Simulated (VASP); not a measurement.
# TiB2 (Cmmm) in VASP: notebook

TiB2 is run at these levels: PBE; tasks: single point.

Program: VASP 6.6.1. These are calculated values, not measurements. Logs are shortened: lines on timing, memory, paths and dates and some standing lists are left out, and cuts for length are marked.

## (1) The cell of the first run

Symmetry: Cmmm, No. 65, orthorhombic system. The conventional cell has a = 3.032 Å, b = 5.330 Å, c = 3.224 Å, α = 90.00°, β = 90.00°, γ = 90.00°. Ti (site symmetry mmm) has 12 B at 2.38 to 2.40 Å and 6 Ti at 3.03 to 3.07 Å within 3.1 Å. Within 2.3 Å of B (site symmetry m2m) lie 3 B at 1.76 to 1.78 Å.

## (2) Single point, PBE (strain +0.0150 x Voigt [0, 1, 0, 0, 0, 0])

Input file INCAR:

```
PREC = Accurate
ENCUT = 520
EDIFF = 1E-6
ISMEAR = 0
SIGMA = 0.15
LREAL = F
LASPH = T
NELM = 100
ALGO = Normal
ISIF = 2
LWAVE = F
LCHARG = F
GGA = PE
NBANDS = 16
```

Input file KPOINTS:

```
regular mesh
0
Gamma
  18 18 14
```

Input file POSCAR:

```
TiB2
1.0
    3.0318048529      0.0000000000      0.0000000000
   -1.5159024265      2.6650043223      0.0000000000
    0.0000000000      0.0000000000      3.2242295241
Ti B
1 2
Direct
    0.0000000000      0.0000000000      0.0000000000
    0.3333333333      0.6666666667      0.5000000000
    0.6666666667      0.3333333333      0.5000000000
```

Potentials or basis: VASP PAW PBE potentials, release 64 (Ti_sv, B).

Command:

```console
$ cat potpaw_PBE.64/Ti_sv/POTCAR potpaw_PBE.64/B/POTCAR > POTCAR
$ mpirun -np 1 vasp_std > vasp.out
```

OUTCAR:

```text
PREC = Accurate
   ENCUT = 520
   EDIFF = 1E-6
   ISMEAR = 0
   LREAL = F
   LASPH = T
   NELM = 100
   ISIF = 2
   GGA = PE

 ion  position               nearest neighbor table
   1  0.000  0.000  0.000-   2 2.38   3 2.38   2 2.38   3 2.38   3 2.38   3 2.38   2 2.38   2 2.38
                             3 2.40   3 2.40   2 2.40   2 2.40
   2  0.333  0.667  0.500-   3 1.76   3 1.76   3 1.78   1 2.38   1 2.38   1 2.38   1 2.38   1 2.40
                             1 2.40
   3  0.667  0.333  0.500-   2 1.76   2 1.76   2 1.78   1 2.38   1 2.38   1 2.38   1 2.38   1 2.40
                             1 2.40

  LATTYP: Found a base centered orthorhombic cell.
 ALAT       =     3.0318048529
 B/A-ratio  =     1.7580315697
 C/A-ratio  =     1.0634686863

  Lattice vectors:

 A1 = (   1.5159024265,  -2.6650043223,   0.0000000000)
 A2 = (   1.5159024264,   2.6650043223,   0.0000000000)
 A3 = (   0.0000000000,   0.0000000000,   3.2242295241)

Analysis of symmetry for initial positions (statically):
=====================================================================
 Subroutine PRICEL returns:
 Original cell was already a primitive cell.

 Routine SETGRP: Setting up the symmetry group for a
 base centered orthorhombic supercell.

 Subroutine GETGRP returns: Found  8 space group operations
 (whereof  8 operations were pure point group operations)
 out of a pool of  8 trial point group operations.

The static configuration has the point symmetry D_2h.

Analysis of symmetry for dynamics (positions and initial velocities):
=====================================================================
 Subroutine PRICEL returns:
 Original cell was already a primitive cell.

 Routine SETGRP: Setting up the symmetry group for a
 base centered orthorhombic supercell.

 Subroutine GETGRP returns: Found  8 space group operations
 (whereof  8 operations were pure point group operations)
 out of a pool of  8 trial point group operations.

The dynamic configuration has the point symmetry D_2h.

 Subroutine INISYM returns: Found  8 space group operations
 (whereof  8 operations are pure point group operations),
 and found     1 'primitive' translations

----------------------------------------------------------------------------------------

                                     Primitive cell

  volume of cell :      26.0510

  direct lattice vectors                    reciprocal lattice vectors
     3.031804853  0.000000000  0.000000000     0.329836533  0.187616957  0.000000000
    -1.515902427  2.665004322  0.000000000     0.000000000  0.375233913  0.000000000
     0.000000000  0.000000000  3.224229524     0.000000000  0.000000000  0.310151617

  length of vectors
     3.031804853  3.065975898  3.224229524     0.379463121  0.375233913  0.310151617

  position of ions in fractional coordinates (direct lattice)
     0.000000000  0.000000000  0.000000000
     0.333333333  0.666666667  0.500000000
     0.666666667  0.333333333  0.500000000

  ion indices of the primitive-cell ions
   primitive index   ion index
                 1           1
                 2           2
                 3           3

----------------------------------------------------------------------------------------

 KPOINTS: regular mesh

Automatic generation of k-mesh.
 Grid dimensions read from file:
 generate k-points for:   18   18   14

 Generating k-lattice:

  Cartesian coordinates                     Fractional coordinates (reciprocal lattice)
     0.018324252  0.010423164  0.000000000     0.055555556 -0.000000000  0.000000000
     0.000000000  0.020846328  0.000000000     0.000000000  0.055555556  0.000000000
     0.000000000  0.000000000  0.022153687     0.000000000  0.000000000  0.071428571

  Length of vectors
     0.021081285  0.020846328  0.022153687

  Shift w.r.t. Gamma in fractional coordinates (k-lattice)
     0.000000000  0.000000000  0.000000000

 Subroutine IBZKPT returns following result:
 ===========================================

 Found    728 irreducible k-points:

 Following reciprocal coordinates:
            Coordinates               Weight
  0.000000  0.000000  0.000000      1.000000
  0.055556  0.000000  0.000000      4.000000
  0.111111  0.000000  0.000000      4.000000
  0.166667  0.000000  0.000000      4.000000
  0.222222  0.000000  0.000000      4.000000
  0.277778  0.000000  0.000000      4.000000
[... 16 lines left out ...]
 -0.333333  0.055556  0.000000      4.000000
 -0.277778  0.055556  0.000000      4.000000
 [... further k-points ...]
   k-points           NKPTS =    728   k-points in BZ     NKDIM =    728   number of bands    NBANDS=     16
   number of dos      NEDOS =    301   number of ions     NIONS =      3
   total plane-waves  NPLWV =  13824
   dimension x,y,z NGX =    24 NGY =   24 NGZ =   24
   dimension x,y,z NGXF=    48 NGYF=   48 NGZF=   48
   ions per type =               1   2
   NGX,Y,Z   is equivalent  to a cutoff of  13.16, 13.01, 12.37 a.u.
   NGXF,Y,Z  is equivalent  to a cutoff of  26.32, 26.03, 24.75 a.u.
 SYSTEM =  unknown system
   PREC   = accura    normal or accurate (medium, high low for compatibility)
   ISTART =      0    job   : 0-new  1-cont  2-samecut
   ICHARG =      2    charge: 1-file 2-atom 10-const
   ISPIN  =      1    spin polarized calculation?
   LNONCOLLINEAR =      F non collinear calculations
   LSORBIT =      F    spin-orbit coupling
   LASPH  =      T    aspherical Exc in radial PAW
   ENCUT  =  520.0 eV  38.22 Ry    6.18 a.u.   5.64  5.70  5.99*2*pi/ulx,y,z
   NELM   =    100;   NELMIN=  2; NELMDL= -5     # of ELM steps
   EDIFF  = 0.1E-05   stopping-criterion for ELM
   LREAL  =      F    real-space projection
   EDIFFG = 0.1E-04   stopping-criterion for IOM
   NSW    =      0    number of steps for IOM
   IBRION =     -1    ionic relax: 0-MD 1-quasi-New 2-CG
   NFREE  =      0    steps in history (QN), initial steepest desc. (CG)
   ISIF   =      2    stress and relaxation
   ISYM   =      2    0-nonsym 1-usesym 2-fastsym
   POTIM  = 0.5000    time-step for ionic-motion
   TEBEG  =    0.0;   TEEND  =   0.0 temperature during run
   PSTRESS=    0.0 pullay stress
   NELECT =      18.0000    total number of electrons
   NUPDOWN=      -1.0000    fix difference up-down
   EMIN   =  10.00;   EMAX   =-10.00  energy-range for DOS
   EFERMI =   0.00;   METHOD = LEGACY
   ISMEAR =     0;   SIGMA  =   0.15  broadening in eV -4-tet -1-fermi 0-gaus
   EFERMI_NEDOS =   21; number of points for ismear=-14 and -15
   IALGO  =     38    algorithm
   IMIX   =      4    mixing-type and parameters
     AMIX     =   0.40;   BMIX     =  1.00
     AMIX_MAG =   1.60;   BMIX_MAG =  1.00
  volume/ion in A,a.u.               =       8.68        58.60
  Fermi-wavevector in a.u.,A,eV,Ry     =   1.447296  2.734992 28.499648  2.094665
  Thomas-Fermi vector in A             =   2.565267
   LORBIT       =      0    0 simple, 1 ext, 2 COOP (PROOUT), +10 PAW based schemes
   GGA     = PE    functional components
   LHFCALC =     F    Hartree Fock is set to
   AEXX    =    0.0000 exact exchange contribution
   IVDW    =     0    specifies the selected vdW correction
   LEPSILON=     F    determine dielectric tensor
   LRPA    =     F    only Hartree local field effects (RPA)
 non-spin polarized calculation
 Gauss-broadening in eV      SIGMA  =   0.15
  energy-cutoff  :      520.00
  volume of cell :       26.05
 maximum number of plane-waves:       720
   NGX = 11   NGY = 11   NGZ = 11

 number of electron      18.0000000 magnetization

 Free energy of the ion-electron system (eV)
  ---------------------------------------------------
  ext. energy  EPLUGINS =         0.00000000
  ---------------------------------------------------
  free energy    TOTEN  =       -24.42105245 eV

  energy without entropy =      -24.41700685  energy(sigma->0) =      -24.41902965

 E-fermi :   9.8591     XC(G=0): -12.6972

 val. band max:        9.8507775326   @ k =   0.0000   0.0556   0.4286
 cond. band min:       9.8655811426   @ k =  -0.1111   0.0556   0.4286
 fundamental gap:      0.0148036100
 Fermi energy:         9.8591446002

 k-point     1 :       0.0000    0.0000    0.0000
  band No.  band energies     occupation
      1     -47.1465      2.00000
      2     -23.4881      2.00000
      3     -23.2091      2.00000
      4     -23.1863      2.00000
      5      -3.5768      2.00000
      6       7.1308      2.00000
[... 8 lines left out ...]
     15      15.5671      0.00000
     16      16.5024      0.00000

 k-point     2 :       0.0556    0.0000    0.0000
  band No.  band energies     occupation
      1     -47.1450      2.00000
      2     -23.4862      2.00000
      3     -23.2145      2.00000
      4     -23.1953      2.00000
      5      -3.5177      2.00000
      6       7.0395      2.00000
[... 8 lines left out ...]
     15      15.8627      0.00000
     16      16.7090      0.00000

 k-point     3 :       0.1111    0.0000    0.0000
  band No.  band energies     occupation
      1     -47.1407      2.00000
      2     -23.4806      2.00000
      3     -23.2401      2.00000
      4     -23.2112      2.00000
      5      -3.3419      2.00000
      6       6.5809      2.00000
[... 8 lines left out ...]
     15      16.6903      0.00000
     16      17.3259      0.00000

 k-point     4 :       0.1667    0.0000    0.0000
  band No.  band energies     occupation
      1     -47.1340      2.00000
      2     -23.4721      2.00000
      3     -23.2893      2.00000
      4     -23.2251      2.00000
      5      -3.0538      2.00000
      6       5.8813      2.00000
[... 8 lines left out ...]
     15      17.7881      0.00000
     16      17.9283      0.00000

 k-point     5 :       0.2222    0.0000    0.0000
  band No.  band energies     occupation
      1     -47.1258      2.00000
      2     -23.4616      2.00000
      3     -23.3511      2.00000
      4     -23.2403      2.00000
      5      -2.6599      2.00000
      6       5.0507      2.00000
[... 8 lines left out ...]
     15      17.3151      0.00000
     16      18.8561      0.00000

 k-point     6 :       0.2778    0.0000    0.0000
  band No.  band energies     occupation
      1     -47.1171      2.00000
      2     -23.4505      2.00000
      3     -23.4165      2.00000
      4     -23.2560      2.00000
      5      -2.1682      2.00000
      6       4.1559      2.00000
[... 8 lines left out ...]
     15      16.9026      0.00000
     16      18.8894      0.00000

 k-point     7 :       0.3333    0.0000    0.0000
  band No.  band energies     occupation
      1     -47.1088      2.00000
      2     -23.4776      2.00000
      3     -23.4400      2.00000
      4     -23.2705      2.00000
      5      -1.5875      2.00000
      6       3.2395      2.00000
[... 8 lines left out ...]
     15      17.0026      0.00000
     16      18.6639      0.00000

 k-point     8 :       0.3889    0.0000    0.0000
  band No.  band energies     occupation
      1     -47.1021      2.00000
      2     -23.5270      2.00000
      3     -23.4314      2.00000
      4     -23.2823      2.00000
      5      -0.9270      2.00000
      6       2.3295      2.00000
[... 8 lines left out ...]
     15      17.1117      0.00000
     16      18.3160      0.00000

 k-point     9 :       0.4444    0.0000    0.0000
  band No.  band energies     occupation
      1     -47.0977      2.00000
      2     -23.5590      2.00000
      3     -23.4258      2.00000
      4     -23.2900      2.00000
      5      -0.1962      2.00000
      6       1.4458      2.00000
[... 8 lines left out ...]
     15      17.2284      0.00000
     16      17.9457      0.00000
[... 172 lines left out ...]
 k-point    19 :       0.4444    0.0556    0.0000
  band No.  band energies     occupation
      1     -47.0963      2.00000
      2     -23.5635      2.00000
      3     -23.4240      2.00000
      4     -23.2990      2.00000
      5       0.2182      2.00000
      6       1.0631      2.00000
[... 8 lines left out ...]
     15      17.4021      0.00000
     16      17.9531      0.00000

 k-point    20 :       0.5000    0.0556    0.0000
  band No.  band energies     occupation
      1     -47.0962      2.00000
      2     -23.5642      2.00000
      3     -23.4239      2.00000
      4     -23.2989      2.00000
      5       0.2385      2.00000
      6       1.0404      2.00000
[... 8 lines left out ...]
     15      17.4162      0.00000
     16      17.9379      0.00000

 k-point    21 :      -0.4444    0.0556    0.0000
  band No.  band energies     occupation
      1     -47.0991      2.00000
      2     -23.5436      2.00000
      3     -23.4276      2.00000
      4     -23.2934      2.00000
      5      -0.5231      2.00000
      6       1.8999      2.00000
[... 8 lines left out ...]
     15      17.3073      0.00000
     16      18.2185      0.00000

 k-point    22 :      -0.3889    0.0556    0.0000
  band No.  band energies     occupation
      1     -47.1046      2.00000
      2     -23.5040      2.00000
      3     -23.4346      2.00000
      4     -23.2830      2.00000
      5      -1.2202      2.00000
      6       2.7920      2.00000
[... 8 lines left out ...]
     15      17.1979      0.00000
     16      18.5582      0.00000

 k-point    23 :      -0.3333    0.0556    0.0000
  band No.  band energies     occupation
      1     -47.1120      2.00000
      2     -23.4498      2.00000
      3     -23.4440      2.00000
      4     -23.2691      2.00000
      5      -1.8421      2.00000
      6       3.6977      2.00000
[... 8 lines left out ...]
     15      17.0873      0.00000
     16      18.8184      0.00000

 k-point    24 :      -0.2778    0.0556    0.0000
  band No.  band energies     occupation
      1     -47.1204      2.00000
      2     -23.4548      2.00000
      3     -23.3872      2.00000
      4     -23.2535      2.00000
      5      -2.3795      2.00000
      6       4.5925      2.00000
[... 8 lines left out ...]
     15      16.9978      0.00000
     16      18.8323      0.00000

 [... further k-points ...]
[... 5 lines left out ...]
  --------------------------------------------------------------------------------------
  -------------------------------------------------------------------------------------
  Total       -0.1049575     -1.4817952     -0.1937309      0.0000000      0.0000000      0.0000000
  in kB       -6.4550420    -91.1325768    -11.9147372      0.0000000      0.0000000      0.0000000
  external PRESSURE =     -36.5007853 kB  Pullay stress =       0.0000000 kB

 VOLUME and BASIS-vectors are now :
 -----------------------------------------------------------------------------
  energy-cutoff  :      520.00
  volume of cell :       26.05
      direct lattice vectors                 reciprocal lattice vectors
     3.031804853  0.000000000  0.000000000     0.329836533  0.187616957  0.000000000
    -1.515902427  2.665004322  0.000000000     0.000000000  0.375233913  0.000000000
     0.000000000  0.000000000  3.224229524     0.000000000  0.000000000  0.310151617

 POSITION                                       TOTAL-FORCE (eV/Angst)
 -----------------------------------------------------------------------------------
      0.00000      0.00000      0.00000         0.000000      0.000000      0.000000
     -0.00000      1.77667      1.61211        -0.000000      0.034069      0.000000
      1.51590      0.88833      1.61211         0.000000     -0.034069      0.000000
 -----------------------------------------------------------------------------------
    total drift:                               -0.000000      0.000000      0.000000

  FREE ENERGIE OF THE ION-ELECTRON SYSTEM (eV)
  ---------------------------------------------------
  free  energy   TOTEN  =       -24.4210524489 eV

  energy  without entropy=      -24.4170068550  energy(sigma->0) =      -24.41902965
```

Run time: 1.9 min. Hardware: 1 thread of AMD EPYC 9R45 (Zen 5), shared host; peak memory 0.36 GiB.

Results:

| Quantity | Value |
| --- | --- |
| Free energy | -24.4211 eV |
| Pressure | -3.7 GPa |
| Largest force | 0.034 eV/Å |
| Band gap on the k mesh | zero (band 9 reaches 10.15 eV, above the bottom of band 10 at 9.64 eV) |

Forces on the atoms (eV/Å):
```
Ti   0.000  0.000  0.000
B    0.000  0.034  0.000
B    0.000 -0.034  0.000
```

Levels at points of the mesh, in eV from the Fermi level:
```tsv
k point	band 6	band 7	band 8	band 9	band 10	band 11	band 12	band 13
(0.00, 0.00, 0.00)	-2.73	-2.59	-2.24	-2.07	1.81	1.84	3.59	3.64
(0.50, 0.00, 0.00)	-9.20	-3.35	-3.12	-2.28	1.27	2.63	3.10	3.33
(0.00, 0.50, 0.00)	-9.33	-3.17	-3.16	-2.21	1.34	2.60	3.11	3.39
(0.00, 0.00, 0.50)	-7.56	-0.65	-0.57	-0.30	-0.22	0.33	0.48	1.68
(0.50, 0.00, 0.50)	-7.51	-4.70	-3.82	-3.14	2.46	2.82	4.38	4.52
(0.00, 0.50, 0.50)	-7.51	-4.52	-3.77	-3.27	2.44	2.79	4.34	4.50
```

Caveat: the cell differs from its parent crystal (strain +0.0150 x Voigt [0, 1, 0, 0, 0, 0]).

[end of part 1 of 2]
